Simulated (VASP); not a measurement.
# BPd4 (Pmm2) in VASP: notebook

BPd4 is run at these levels: PBEsol, RPBE; tasks: single point.

Everything below comes from runs of VASP 6.6.1. Logs are shortened: lines on timing, memory, paths and dates and some standing lists are left out, and cuts for length are marked.

## 1. The cell of the first run

It takes space group Pmm2 (No. 25, orthorhombic). Conventional cell: a = 2.892 Å, b = 4.365 Å, c = 5.856 Å, α = 90.00°, β = 90.00°, γ = 90.00°. Pd (site symmetry mm2) has 1 B at 1.96 Å within 2.6 Å. Pd (site symmetry mm2) has 2 B at 2.03 Å within 2.7 Å. Within 3.6 Å of Pd (site symmetry mm2) lie 12 Pd at 2.73 to 3.47 Å. Pd (site symmetry mm2) has 2 B at 2.18 Å and 2 Pd at 2.89 Å within 2.9 Å. Within 2.6 Å of B (site symmetry mm2) lie 5 Pd at 1.96 to 2.18 Å.

## 2. Single point, PBEsol

INCAR

```
ALGO = Fast
EDIFF = 1E-6
ENCUT = 520
GGA = PS
ISIF = 2
ISMEAR = -1
LASPH = T
LCHARG = F
LREAL = F
LWAVE = F
NBANDS = 30
NELM = 80
PREC = Accurate
SIGMA = 0.05
```

KPOINTS

```
k-points
0
Gamma
  9 6 5
```

POSCAR

```
BPd4
1.0
    2.8920299704      0.0000000000      0.0000000000
    0.0000000000      4.3650077954      0.0000000000
    0.0000000000      0.0000000000      5.8563150000
Pd B
4 1
Direct
    0.5000000000      0.0000000000      0.1975780000
    0.0000000000      0.0000000000      0.6194700000
    0.0000000000      0.5000000000      0.3291640000
    0.5000000000      0.5000000000      0.8675610000
    0.5000000000      0.0000000000      0.8632270000
```

Potentials or basis: VASP PAW PBE potentials, release 64 (Pd, B).

The run is started by

```console
$ cat potpaw_PBE.64/Pd/POTCAR potpaw_PBE.64/B/POTCAR > POTCAR
$ mpirun -np 1 vasp_std > vasp.out
```

OUTCAR:

```text
EDIFF = 1E-6
   ENCUT = 520
   GGA = PS
   ISIF = 2
   ISMEAR = -1
   LASPH = T
   LREAL = F
   NELM = 80
   PREC = Accurate

 ion  position               nearest neighbor table
   1  0.500  0.000  0.198-   5 1.96   3 2.73   3 2.73   3 2.73   3 2.73   2 2.86   2 2.86   4 2.92
                             4 2.92
   2  0.000  0.000  0.619-   5 2.03   5 2.03   3 2.77   3 2.77   1 2.86   1 2.86   4 2.99   4 2.99
                             4 2.99   4 2.99
   3  0.000  0.500  0.329-   1 2.73   1 2.73   1 2.73   1 2.73   2 2.77   2 2.77   4 3.07   4 3.07

   4  0.500  0.500  0.868-   5 2.18   5 2.18   1 2.92   1 2.92   2 2.99   2 2.99   2 2.99   2 2.99
                             3 3.07   3 3.07
   5  0.500  0.000  0.863-   1 1.96   2 2.03   2 2.03   4 2.18   4 2.18

  LATTYP: Found a simple orthorhombic cell.
 ALAT       =     2.8920299704
 B/A-ratio  =     1.5093231537
 C/A-ratio  =     2.0249842014

  Lattice vectors:

 A1 = (   2.8920299704,   0.0000000000,   0.0000000000)
 A2 = (   0.0000000000,   4.3650077954,   0.0000000000)
 A3 = (   0.0000000000,   0.0000000000,   5.8563150000)

Analysis of symmetry for initial positions (statically):
=====================================================================
 Subroutine PRICEL returns:
 Original cell was already a primitive cell.

 Routine SETGRP: Setting up the symmetry group for a
 simple orthorhombic supercell.

 Subroutine GETGRP returns: Found  4 space group operations
 (whereof  4 operations were pure point group operations)
 out of a pool of  8 trial point group operations.

The static configuration has the point symmetry C_2v.

Analysis of symmetry for dynamics (positions and initial velocities):
=====================================================================
 Subroutine PRICEL returns:
 Original cell was already a primitive cell.

 Routine SETGRP: Setting up the symmetry group for a
 simple orthorhombic supercell.

 Subroutine GETGRP returns: Found  4 space group operations
 (whereof  4 operations were pure point group operations)
 out of a pool of  8 trial point group operations.

The dynamic configuration has the point symmetry C_2v.

 Subroutine INISYM returns: Found  4 space group operations
 (whereof  4 operations are pure point group operations),
 and found     1 'primitive' translations

----------------------------------------------------------------------------------------

                                     Primitive cell

  volume of cell :      73.9286

  direct lattice vectors                    reciprocal lattice vectors
     2.892029970  0.000000000  0.000000000     0.345777883  0.000000000  0.000000000
     0.000000000  4.365007795  0.000000000     0.000000000  0.229094665  0.000000000
     0.000000000  0.000000000  5.856315000     0.000000000  0.000000000  0.170755842

  length of vectors
     2.892029970  4.365007795  5.856315000     0.345777883  0.229094665  0.170755842

  position of ions in fractional coordinates (direct lattice)
     0.500000000  0.000000000  0.197578000
     0.000000000  0.000000000  0.619470000
     0.000000000  0.500000000  0.329164000
     0.500000000  0.500000000  0.867561000
     0.500000000  0.000000000  0.863227000

  ion indices of the primitive-cell ions
   primitive index   ion index
                 1           1
                 2           2
                 3           3
                 4           4
                 5           5

----------------------------------------------------------------------------------------

 KPOINTS: k-points

Automatic generation of k-mesh.
 Grid dimensions read from file:
 generate k-points for:    9    6    5

 Generating k-lattice:

  Cartesian coordinates                     Fractional coordinates (reciprocal lattice)
     0.038419765  0.000000000  0.000000000     0.111111111  0.000000000  0.000000000
     0.000000000  0.038182444  0.000000000     0.000000000  0.166666667  0.000000000
     0.000000000  0.000000000  0.034151168     0.000000000  0.000000000  0.200000000

  Length of vectors
     0.038419765  0.038182444  0.034151168

  Shift w.r.t. Gamma in fractional coordinates (k-lattice)
     0.000000000  0.000000000  0.000000000

 Subroutine IBZKPT returns following result:
 ===========================================

 Found     60 irreducible k-points:

 Following reciprocal coordinates:
            Coordinates               Weight
  0.000000  0.000000  0.000000      1.000000
  0.111111  0.000000  0.000000      2.000000
  0.222222  0.000000  0.000000      2.000000
  0.333333  0.000000  0.000000      2.000000
  0.444444  0.000000  0.000000      2.000000
  0.000000  0.166667  0.000000      2.000000
[... 16 lines left out ...]
  0.222222  0.000000  0.200000      4.000000
  0.333333  0.000000  0.200000      4.000000
 [... further k-points ...]
   k-points           NKPTS =     60   k-points in BZ     NKDIM =     60   number of bands    NBANDS=     30
   number of dos      NEDOS =    301   number of ions     NIONS =      5
   total plane-waves  NPLWV =  36864
   dimension x,y,z NGX =    24 NGY =   32 NGZ =   48
   dimension x,y,z NGXF=    48 NGYF=   64 NGZF=   96
   ions per type =               4   1
   NGX,Y,Z   is equivalent  to a cutoff of  13.80, 12.19, 13.63 a.u.
   NGXF,Y,Z  is equivalent  to a cutoff of  27.59, 24.38, 27.25 a.u.
 SYSTEM =  unknown system
   PREC   = accura    normal or accurate (medium, high low for compatibility)
   ISTART =      0    job   : 0-new  1-cont  2-samecut
   ICHARG =      2    charge: 1-file 2-atom 10-const
   ISPIN  =      1    spin polarized calculation?
   LNONCOLLINEAR =      F non collinear calculations
   LSORBIT =      F    spin-orbit coupling
   LASPH  =      T    aspherical Exc in radial PAW
   ENCUT  =  520.0 eV  38.22 Ry    6.18 a.u.   5.38  8.12 10.89*2*pi/ulx,y,z
   NELM   =     80;   NELMIN=  2; NELMDL= -5     # of ELM steps
   EDIFF  = 0.1E-05   stopping-criterion for ELM
   LREAL  =      F    real-space projection
   EDIFFG = 0.1E-04   stopping-criterion for IOM
   NSW    =      0    number of steps for IOM
   IBRION =     -1    ionic relax: 0-MD 1-quasi-New 2-CG
   NFREE  =      0    steps in history (QN), initial steepest desc. (CG)
   ISIF   =      2    stress and relaxation
   ISYM   =      2    0-nonsym 1-usesym 2-fastsym
   POTIM  = 0.5000    time-step for ionic-motion
   TEBEG  =    0.0;   TEEND  =   0.0 temperature during run
   PSTRESS=    0.0 pullay stress
   NELECT =      43.0000    total number of electrons
   NUPDOWN=      -1.0000    fix difference up-down
   EMIN   =  10.00;   EMAX   =-10.00  energy-range for DOS
   EFERMI =   0.00;   METHOD = LEGACY
   ISMEAR =    -1;   SIGMA  =   0.05  broadening in eV -4-tet -1-fermi 0-gaus
   EFERMI_NEDOS =   21; number of points for ismear=-14 and -15
   IALGO  =     68    algorithm
   IMIX   =      4    mixing-type and parameters
     AMIX     =   0.40;   BMIX     =  1.00
     AMIX_MAG =   1.60;   BMIX_MAG =  1.00
  volume/ion in A,a.u.               =      14.79        99.78
  Fermi-wavevector in a.u.,A,eV,Ry     =   1.366554  2.582413 25.408482  1.867471
  Thomas-Fermi vector in A             =   2.492685
   LORBIT       =      0    0 simple, 1 ext, 2 COOP (PROOUT), +10 PAW based schemes
   GGA     = PS    functional components
   LHFCALC =     F    Hartree Fock is set to
   AEXX    =    0.0000 exact exchange contribution
   IVDW    =     0    specifies the selected vdW correction
   LEPSILON=     F    determine dielectric tensor
   LRPA    =     F    only Hartree local field effects (RPA)
 non-spin polarized calculation
 RMM-DIIS sequential band-by-band and
  energy-cutoff  :      520.00
  volume of cell :       73.93
 maximum number of plane-waves:      2009
 NGX is ok and might be reduce to    24
   NGX = 11   NGY = 17   NGZ = 21

 number of electron      42.9999999 magnetization

 Free energy of the ion-electron system (eV)
  ---------------------------------------------------
  ext. energy  EPLUGINS =         0.00000000
  ---------------------------------------------------
  free energy    TOTEN  =       -30.65501552 eV

  energy without entropy =      -30.62927572  energy(sigma->0) =      -30.64214562

 E-fermi :   7.8592     XC(G=0): -12.4934

 val. band max:        7.8564448577   @ k =   0.3333   0.3333   0.4000
 cond. band min:       7.8602151052   @ k =   0.4444   0.0000   0.2000
 fundamental gap:      0.0037702475
 Fermi energy:         7.8591900957

 k-point     1 :       0.0000    0.0000    0.0000
  band No.  band energies     occupation
      1      -1.6085      2.00000
      2       2.3838      2.00000
      3       2.5999      2.00000
      4       3.2993      2.00000
      5       3.3324      2.00000
      6       3.8697      2.00000
[... 22 lines left out ...]
     29      16.5277      0.00000
     30      17.6211      0.00000

 k-point     2 :       0.1111    0.0000    0.0000
  band No.  band energies     occupation
      1      -1.4481      2.00000
      2       2.5096      2.00000
      3       2.8031      2.00000
      4       3.3346      2.00000
      5       3.4538      2.00000
      6       3.8430      2.00000
[... 22 lines left out ...]
     29      16.6879      0.00000
     30      17.8318      0.00000

 k-point     3 :       0.2222    0.0000    0.0000
  band No.  band energies     occupation
      1      -1.0241      2.00000
      2       2.5928      2.00000
      3       3.2275      2.00000
      4       3.4165      2.00000
      5       3.6071      2.00000
      6       4.0161      2.00000
[... 22 lines left out ...]
     29      17.1285      0.00000
     30      17.8809      0.00000

 k-point     4 :       0.3333    0.0000    0.0000
  band No.  band energies     occupation
      1      -0.5105      2.00000
      2       2.4785      2.00000
      3       3.4131      2.00000
      4       3.4596      2.00000
      5       3.7506      2.00000
      6       3.7530      2.00000
[... 616 lines left out ...]
     29      16.8264      0.00000
     30      18.0321      0.00000

 k-point    23 :       0.2222    0.0000    0.2000
  band No.  band energies     occupation
      1      -0.9764      2.00000
      2       2.6089      2.00000
      3       3.1640      2.00000
      4       3.4877      2.00000
      5       3.6281      2.00000
      6       3.8365      2.00000
[... 22 lines left out ...]
     29      17.1242      0.00000
     30      17.6557      0.00000

 k-point    24 :       0.3333    0.0000    0.2000
  band No.  band energies     occupation
      1      -0.5206      2.00000
      2       2.5464      2.00000
      3       3.2625      2.00000
      4       3.4526      2.00000
      5       3.7759      2.00000
      6       3.7937      2.00000
[... 22 lines left out ...]
     29      15.7943      0.00000
     30      17.5357      0.00000

 [... further k-points ...]
[... 5 lines left out ...]
  --------------------------------------------------------------------------------------
  -------------------------------------------------------------------------------------
  Total       -4.0583915     -3.8892246     -3.7737947      0.0000000      0.0000000      0.0000000
  in kB      -87.9533291    -84.2871489    -81.7855551      0.0000000      0.0000000      0.0000000
  external PRESSURE =     -84.6753444 kB  Pullay stress =       0.0000000 kB

 VOLUME and BASIS-vectors are now :
 -----------------------------------------------------------------------------
  energy-cutoff  :      520.00
  volume of cell :       73.93
      direct lattice vectors                 reciprocal lattice vectors
     2.892029970  0.000000000  0.000000000     0.345777883  0.000000000  0.000000000
     0.000000000  4.365007795  0.000000000     0.000000000  0.229094665  0.000000000
     0.000000000  0.000000000  5.856315000     0.000000000  0.000000000  0.170755842

 POSITION                                       TOTAL-FORCE (eV/Angst)
 -----------------------------------------------------------------------------------
      1.44601      0.00000      1.15708         0.000000      0.000000     -0.123312
      0.00000      0.00000      3.62781         0.000000      0.000000     -0.001497
      0.00000      2.18250      1.92769         0.000000      0.000000     -0.036579
      1.44601      2.18250      5.08071         0.000000      0.000000      0.138139
      1.44601      0.00000      5.05533         0.000000      0.000000      0.023249
 -----------------------------------------------------------------------------------
    total drift:                                0.000000     -0.000000     -0.000180

  FREE ENERGIE OF THE ION-ELECTRON SYSTEM (eV)
  ---------------------------------------------------
  free  energy   TOTEN  =       -30.6550155189 eV

  energy  without entropy=      -30.6292757196  energy(sigma->0) =      -30.64214562
```

Wall time 71 s (1 thread of Intel Xeon 6975P-C (Granite Rapids), shared host); peak memory 0.25 GiB.

What came out:

* Free energy: -30.6550 eV
* Pressure: -8.5 GPa
* Largest force: 0.138 eV/Å

Forces on the atoms (eV/Å):
```
Pd   0.000  0.000 -0.123
Pd   0.000  0.000 -0.001
Pd   0.000  0.000 -0.037
Pd   0.000  0.000  0.138
B    0.000  0.000  0.023
```

Caveat: the PAW data sets were made with another functional, which shifts forces and pressure a little.

## 3. Single point, RPBE

INCAR

```
ALGO     = Fast           # electronic algorithm
EDIFF    = 1E-7           # SCF threshold, eV
ENCUT    = 520            # plane-wave cutoff, eV
GGA      = RP             # functional
ISIF     = 2              # what is computed and relaxed
ISMEAR   = -1             # smearing method
LASPH    = True           # aspherical terms in the spheres
LCHARG   = True           # write CHGCAR
LELF     = True           # ELF
LREAL    = False          # projectors in reciprocal space
LVHAR    = True         
LWAVE    = False          # write WAVECAR
NBANDS   = 30             # bands
NELM     = 60             # most SCF steps
PREC     = Accurate       # precision mode
SIGMA    = 0.05           # smearing width, eV
```

KPOINTS is that of step 2.

POSCAR is that of step 2.

Potentials or basis: VASP PAW PBE potentials, release 64 (Pd, B).

The run is started by

```console
$ cat potpaw_PBE.64/Pd/POTCAR potpaw_PBE.64/B/POTCAR > POTCAR
$ mpirun -np 1 vasp_std > vasp.out
```

Run time: 81 s. Hardware: 1 thread of Intel Xeon 6975P-C (Granite Rapids), shared host; peak memory 0.25 GiB.

Results (log left out):

```
Free energy   : -24.9378 eV
Pressure      : 2.8 GPa
Largest force : 0.212 eV/Å
```

Forces on the atoms (eV/Å):
```
Pd   0.000  0.000 -0.212
Pd   0.000  0.000  0.010
Pd   0.000  0.000  0.077
Pd   0.000  0.000  0.062
B    0.000  0.000  0.064
```

Stress tensor (GPa, compression positive):
```
2.36 0.00 0.00
0.00 3.54 0.00
0.00 0.00 2.53
```

Levels at points of the mesh, in eV from the Fermi level:
```csv
k point,band 18,band 19,band 20,band 21,band 22,band 23,band 24,band 25,band 26,band 27
"(0.00, 0.00, 0.00)",-1.37,-1.20,-0.81,-0.53,-0.26,0.08,0.44,5.26,5.48,5.98
"(0.00, 0.50, 0.00)",-1.46,-0.96,-0.87,-0.84,-0.72,-0.44,1.46,2.27,4.01,6.10
```

Caveat: the PAW data sets were made with another functional, which shifts forces and pressure a little.
